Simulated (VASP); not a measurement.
# CO2 (I-42d) in VASP: further runs

The runs below take CO2 through relaxation of cell and atoms, single point, with PBE, RPBE.

Everything below comes from runs of VASP 6.6.1. Logs are shortened: lines on timing, memory, paths and dates and some standing lists are left out, and cuts for length are marked.

## (1) The cell of the first run

Symmetry: I-42d, No. 122, tetragonal system. The conventional cell has a = 3.564 Å, b = 3.564 Å, c = 5.938 Å, α = 90.00°, β = 90.00°, γ = 90.00°. C (site symmetry -4) has 4 O at 1.39 Å within 1.9 Å. Within 1.9 Å of O (site symmetry 2) lie 2 C at 1.39 Å.

## (2) Relaxation of cell and atoms, PBE

Contents of INCAR:

```
SYSTEM = CO2
ALGO = Normal ; EDIFF = 1E-6
EDIFFG = -0.01 ; ENCUT = 600
GGA = PE ; IBRION = 2
ISIF = 3 ; ISMEAR = 0
LASPH = .TRUE. ; LCHARG = .FALSE.
LREAL = .FALSE. ; LWAVE = .FALSE.
NELM = 80 ; NSW = 80
PREC = Accurate ; SIGMA = 0.05
```

Contents of KPOINTS:

```
k-points
0
G
  12 12 12
  0 0 0
```

Contents of POSCAR:

```
CO2
1.0
   -1.7818000433      1.7818000433      2.9690313015
    1.7818000433     -1.7818000433      2.9690313015
    1.7818000433      1.7818000433     -2.9690313015
C O
2 4
Direct
    0.0000000000      0.0000000000      0.0000000000
    0.7500000000      0.2500000000      0.5000000000
    0.3750000000      0.3390000000      0.4640000000
    0.6610000000      0.1250000000      0.0360000000
    0.8750000000      0.9110000000      0.5360000000
    0.0890000000      0.6250000000      0.9640000000
```

Potentials or basis: VASP PAW PBE potentials, release 64 (C, O).

Run with:

```
cat potpaw_PBE.64/C/POTCAR potpaw_PBE.64/O/POTCAR > POTCAR
mpirun -np 1 vasp_std > vasp.out
```

OUTCAR:

```text
SYSTEM = CO2
   EDIFF = 1E-6
   EDIFFG = -0.01
   ENCUT = 600
   GGA = PE
   IBRION = 2
   ISIF = 3
   ISMEAR = 0
   LASPH = .TRUE.
   LREAL = .FALSE.
   NELM = 80
   NSW = 80
   PREC = Accurate

 ion  position               nearest neighbor table
   1  0.000  0.000  0.000-   3 1.39   5 1.39   6 1.39   4 1.39
   2  0.750  0.250  0.500-   3 1.39   4 1.39   6 1.39   5 1.39
   3  0.375  0.339  0.464-   1 1.39   2 1.39
   4  0.661  0.125  0.036-   2 1.39   1 1.39
   5  0.875  0.911  0.536-   1 1.39   2 1.39
   6  0.089  0.625  0.964-   1 1.39   2 1.39

  LATTYP: Found a body centered tetragonal cell.
 ALAT       =     3.5636000866
 C/A-ratio  =     1.6663100400

  Lattice vectors:

 A1 = (  -1.7818000433,   1.7818000433,   2.9690313015)
 A2 = (   1.7818000433,  -1.7818000433,   2.9690313015)
 A3 = (   1.7818000433,   1.7818000433,  -2.9690313015)

Analysis of symmetry for initial positions (statically):
=====================================================================
 Subroutine PRICEL returns:
 Original cell was already a primitive cell.

 Routine SETGRP: Setting up the symmetry group for a
 body centered tetragonal supercell.

 Subroutine GETGRP returns: Found  8 space group operations
 (whereof  4 operations were pure point group operations)
 out of a pool of 16 trial point group operations.

The static configuration has the point symmetry S_4 .
 The point group associated with its full space group is D_2d.

Analysis of symmetry for dynamics (positions and initial velocities):
=====================================================================
 Subroutine PRICEL returns:
 Original cell was already a primitive cell.

 Routine SETGRP: Setting up the symmetry group for a
 body centered tetragonal supercell.

 Subroutine GETGRP returns: Found  8 space group operations
 (whereof  4 operations were pure point group operations)
 out of a pool of 16 trial point group operations.

The dynamic configuration has the point symmetry S_4 .
 The point group associated with its full space group is D_2d.

 Subroutine INISYM returns: Found  8 space group operations
 (whereof  4 operations are pure point group operations),
 and found     1 'primitive' translations

----------------------------------------------------------------------------------------

                                     Primitive cell

  volume of cell :      37.7045
[... 118 lines left out ...]
  volume/ion in A,a.u.               =       6.28        42.41
  Fermi-wavevector in a.u.,A,eV,Ry     =   1.549984  2.929045 32.687329  2.402451
  Thomas-Fermi vector in A             =   2.654713
   LORBIT       =      0    0 simple, 1 ext, 2 COOP (PROOUT), +10 PAW based schemes
   GGA     = PE    functional components
   LHFCALC =     F    Hartree Fock is set to
   AEXX    =    0.0000 exact exchange contribution
   IVDW    =     0    specifies the selected vdW correction
   LEPSILON=     F    determine dielectric tensor
   LRPA    =     F    only Hartree local field effects (RPA)
 conjugate gradient relaxation of ions
 non-spin polarized calculation
 Gauss-broadening in eV      SIGMA  =   0.05
  energy-cutoff  :      600.00
  volume of cell :       37.70
 maximum number of plane-waves:      1278
   NGX = 15   NGY = 15   NGZ = 15

--------------------------------------- Ionic step        1  -------------------------------------------

 number of electron      32.0000000 magnetization

 Free energy of the ion-electron system (eV)
  ---------------------------------------------------
  ext. energy  EPLUGINS =         0.00000000
  ---------------------------------------------------
  free energy    TOTEN  =       -42.14142052 eV

  energy without entropy =      -42.14142052  energy(sigma->0) =      -42.14142052

------------------------ aborting loop because EDIFF is reached ----------------------------------------

  FORCE on cell =-STRESS in cart. coord.  units (eV):
  Direction    XX          YY          ZZ          XY          YZ          ZX
  --------------------------------------------------------------------------------------
  -------------------------------------------------------------------------------------
  Total        7.6101250      7.6101250      9.6580856      0.0000000      0.0000000      0.0000000
  in kB      323.3774058    323.3774058    410.4014943      0.0000000      0.0000000      0.0000000
  external PRESSURE =     352.3854353 kB  Pullay stress =       0.0000000 kB
[... 101 lines left out ...]
  FREE ENERGIE OF THE ION-ELECTRON SYSTEM (eV)
  ---------------------------------------------------
  free  energy   TOTEN  =       -43.0125894097 eV

  energy  without entropy=      -43.0125894097  energy(sigma->0) =      -43.01258941

[... ionic steps 4 to 14 ...]

--------------------------------------- Ionic step       15  -------------------------------------------

 number of electron      32.0000001 magnetization

------------------------ aborting loop because EDIFF is reached ----------------------------------------
[... 75 lines left out ...]
--------------------------------------- Ionic step       17  -------------------------------------------

 number of electron      32.0000001 magnetization

 Free energy of the ion-electron system (eV)
  ---------------------------------------------------
  ext. energy  EPLUGINS =         0.00000000
  ---------------------------------------------------
  free energy    TOTEN  =       -43.40833915 eV

  energy without entropy =      -43.40833915  energy(sigma->0) =      -43.40833915

 E-fermi :   2.3438     XC(G=0): -11.0412

 val. band max:        2.0806157622   @ k =   0.5000   0.0000   0.0000
 cond. band min:       9.7009551123   @ k =   0.0000   0.0000   0.0000
 fundamental gap:      7.6203393501
 Fermi energy:         2.3437674561

 k-point     1 :       0.0000    0.0000    0.0000
  band No.  band energies     occupation
      1     -21.8309      2.00000
      2     -16.8123      2.00000
      3     -16.8123      2.00000
      4     -16.1310      2.00000
      5     -12.4350      2.00000
      6      -7.4940      2.00000
[... 541 lines left out ...]
     19      11.7319      0.00000
     20      12.2787      0.00000

 [... further k-points ...]

------------------------ aborting loop because EDIFF is reached ----------------------------------------

  FORCE on cell =-STRESS in cart. coord.  units (eV):
  Direction    XX          YY          ZZ          XY          YZ          ZX
  --------------------------------------------------------------------------------------
  -------------------------------------------------------------------------------------
  Total       -0.0024899     -0.0024899      0.0594256      0.0000000      0.0000000      0.0000000
  in kB       -0.0845295     -0.0845295      2.0174567      0.0000000      0.0000000      0.0000000
  external PRESSURE =       0.6161325 kB  Pullay stress =       0.0000000 kB
[... 21 lines left out ...]
  FREE ENERGIE OF THE ION-ELECTRON SYSTEM (eV)
  ---------------------------------------------------
  free  energy   TOTEN  =       -43.4083391549 eV

  energy  without entropy=      -43.4083391549  energy(sigma->0) =      -43.40833915

 reached required accuracy - stopping structural energy minimisation
```

OSZICAR:

```text
N       E                     dE             d eps       ncg     rms          rms(c)
DAV:   1     0.196431771217E+03    0.19643E+03   -0.21547E+04  6520   0.183E+03
DAV:   2    -0.372920401336E+02   -0.23372E+03   -0.22598E+03  8924   0.372E+02
[... 142 lines left out ...]
  16 F= -.43408284E+02 E0= -.43408284E+02  d E =-.109378E-03
       N       E                     dE             d eps       ncg     rms          rms(c)
DAV:   1    -0.434084187836E+02   -0.13466E-03   -0.11626E-02  6520   0.938E-01    0.803E-02
DAV:   2    -0.434083596017E+02    0.59182E-04   -0.24286E-04  7552   0.131E-01    0.393E-02
DAV:   3    -0.434083403609E+02    0.19241E-04   -0.24667E-05  7688   0.422E-02    0.124E-02
DAV:   4    -0.434083389518E+02    0.14091E-05   -0.43968E-06  7540   0.191E-02    0.194E-03
DAV:   5    -0.434083391549E+02   -0.20307E-06   -0.41684E-07  3620   0.556E-03
  17 F= -.43408339E+02 E0= -.43408339E+02  d E =-.550065E-04
```

CONTCAR:

```text
CO2
   1.00000000000000
    -1.9853814949557811    1.9853814949557811    2.9931728925458425
     1.9853814949557811   -1.9853814949557811    2.9931728925458425
     1.9853814949557811    1.9853814949557811   -2.9931728925458425
  C               O
     2     4
Direct
     0.0000000000000000    0.0000000000000000    0.0000000000000000
     0.7500000000000000    0.2500000000000000    0.5000000000000000
     0.3750000000000000    0.2895908922325718    0.4145908922325718
     0.7104091077674280    0.1250000000000000    0.0854091077674282
     0.8750000000000000    0.9604091077674280    0.5854091077674280
     0.0395908922325718    0.6250000000000000    0.9145908922325720

  0.00000000E+00  0.00000000E+00  0.00000000E+00
  0.00000000E+00  0.00000000E+00  0.00000000E+00
  0.00000000E+00  0.00000000E+00  0.00000000E+00
  0.00000000E+00  0.00000000E+00  0.00000000E+00
  0.00000000E+00  0.00000000E+00  0.00000000E+00
  0.00000000E+00  0.00000000E+00  0.00000000E+00
```

It took 7.6 min on 1 thread of Intel Xeon 6975P-C (Granite Rapids), shared host; peak memory 0.26 GiB.

What came out:

```
Free energy                           : -43.4083 eV
Relaxed volume                        : 7.87 Å³/atom
Relaxed cell                          : a = 4.104 Å, b = 4.104 Å, c = 4.104 Å, α = 122.14°, β = 122.14°, γ = 86.34°
Space group after relaxing (to 0.1 Å) : I-42d (No. 122)
Energy gained by relaxing             : 211.2 meV/atom
Ionic steps                           : 17
Pressure after relaxing               : 0.1 GPa
Band gap on the k mesh                : 7.62 eV (least direct gap 8.05 eV)
```

Forces in eV/Å, atoms in the order of the input:
```
C    0.000  0.000  0.000
C    0.000  0.000  0.000
O   -0.003  0.000  0.000
O    0.000  0.003  0.000
O    0.003  0.000  0.000
O    0.000 -0.003  0.000
```

Stress tensor (GPa, compression positive):
```
-0.01  0.00  0.00
 0.00 -0.01  0.00
 0.00  0.00  0.20
```

Step by step:
| step | energy change (eV) | largest force (eV/Å) | pressure (GPa) | volume (Å³) |
| --- | --- | --- | --- | --- |
| 1 | 0.0000 | 1.4258 | 35.24 | 37.70 |
| 2 | -0.8626 | 1.6666 | -11.48 | 45.76 |
| 3 | -0.8712 | 1.6376 | -7.83 | 44.81 |
| 4 | -1.0749 | 0.6539 | 8.00 | 45.22 |
| 5 | -1.1034 | 0.0674 | 3.55 | 45.11 |
| 6 | -1.1888 | 0.0345 | 0.88 | 46.21 |
| 7 | -1.2454 | 0.0035 | -4.44 | 48.64 |
| 8 | -1.2488 | 0.0078 | -3.28 | 48.10 |
| 9 | -1.2577 | 0.3191 | 3.08 | 47.07 |
| 10 | -1.2616 | 0.2057 | 0.76 | 47.43 |
| 11 | -1.2659 | 0.0534 | -0.71 | 47.35 |
| 12 | -1.2666 | 0.0150 | -0.33 | 47.37 |
| 13 | -1.2668 | 0.0245 | 0.14 | 47.25 |
| 14 | -1.2668 | 0.0253 | 0.15 | 47.25 |
| 15 | -1.2669 | 0.0062 | -0.02 | 47.22 |
| 16 | -1.2669 | 0.0075 | -0.05 | 47.22 |
| 17 | -1.2669 | 0.0027 | 0.06 | 47.19 |

Final structure:
```cif
data_structure
_symmetry_space_group_name_H-M 'P 1'
_symmetry_Int_Tables_number 1
_cell_length_a 4.1040
_cell_length_b 4.1040
_cell_length_c 4.1040
_cell_angle_alpha 122.136
_cell_angle_beta 122.136
_cell_angle_gamma 86.338
_cell_volume 47.19
loop_
_atom_site_label
_atom_site_type_symbol
_atom_site_fract_x
_atom_site_fract_y
_atom_site_fract_z
_atom_site_occupancy
C1 C 0.00000 0.00000 0.00000 1
C2 C 0.75000 0.25000 0.50000 1
O1 O 0.37500 0.28959 0.41459 1
O2 O 0.71041 0.12500 0.08541 1
O3 O 0.87500 0.96041 0.58541 1
O4 O 0.03959 0.62500 0.91459 1
```

Levels at points of the mesh, in eV from the valence-band top:
| k point | band 12 | band 13 | band 14 | band 15 | band 16 | band 17 | band 18 | band 19 | band 20 |
| --- | --- | --- | --- | --- | --- | --- | --- | --- | --- |
| (0.00, 0.00, 0.00) | -1.17 | -1.17 | -0.87 | -0.87 | -0.43 | 7.62 | 9.01 | 9.17 | 9.17 |
| (0.50, 0.00, 0.00) | -2.23 | -1.66 | -1.34 | -0.41 | 0.00 | 8.16 | 9.34 | 9.49 | 10.22 |
| (0.50, 0.50, 0.00) | -2.63 | -0.64 | -0.64 | -0.50 | -0.50 | 8.77 | 8.77 | 9.81 | 9.81 |
| (0.50, 0.50, 0.50) | -3.09 | -2.81 | -2.81 | 0.00 | 0.00 | 8.84 | 8.84 | 10.50 | 10.50 |

Caveat: the volume moved by over 15 % at a fixed basis, so the end points are rough. Zero-point motion and thermal expansion aren't in these numbers.

[end of part 1 of 2]
